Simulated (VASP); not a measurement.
Input of a VASP 6.6.1 run:

File INCAR:

```
SYSTEM = Cs
  PREC = Accurate
  ENCUT = 500
  EDIFF = 1E-6
  ISMEAR = -5
  SIGMA = 0.05
  LREAL = .False.
  LASPH = .True.
  NELM = 120
  ALGO = Normal
  ISIF = 2
  LWAVE = .False.
  LCHARG = .True.
  GGA = LIBXC
  LIBXC1 = GGA_X_PBE_SOL
  LIBXC2 = GGA_C_PBE
  LELF = .True.
  LVHAR = .True.
  NBANDS = 10
  GGA_COMPAT = .False.
```

Contents of KPOINTS:

```
regular mesh
0
Gamma
  6 6 6
  0 0 0
```

Contents of POSCAR:

```
Cs
1.0
   -3.0646009157      3.0646009157      3.0646009157
    3.0646009157     -3.0646009157      3.0646009157
    3.0646009157      3.0646009157     -3.0646009157
Cs
1
Direct
    0.0000000000      0.0000000000      0.0000000000
```

Potentials or basis: VASP PAW PBE potentials, release 64 (Cs_sv).

Command:

```sh
$ cat potpaw_PBE.64/Cs_sv/POTCAR > POTCAR
$ mpirun -np 1 vasp_std > vasp.out
```

Task: What does it give for the pressure?

Result: -0.1 GPa.

Task: What does it give for the band gap on the k mesh?

Result: Zero (an odd number of electrons rules out a gap without spin polarisation).

Caveat: the PAW data sets were made with another functional, which shifts forces and pressure a little; spin-orbit coupling is left out, which moves the levels of the heavy elements; tetrahedron occupations give inexact forces and stress in metals.
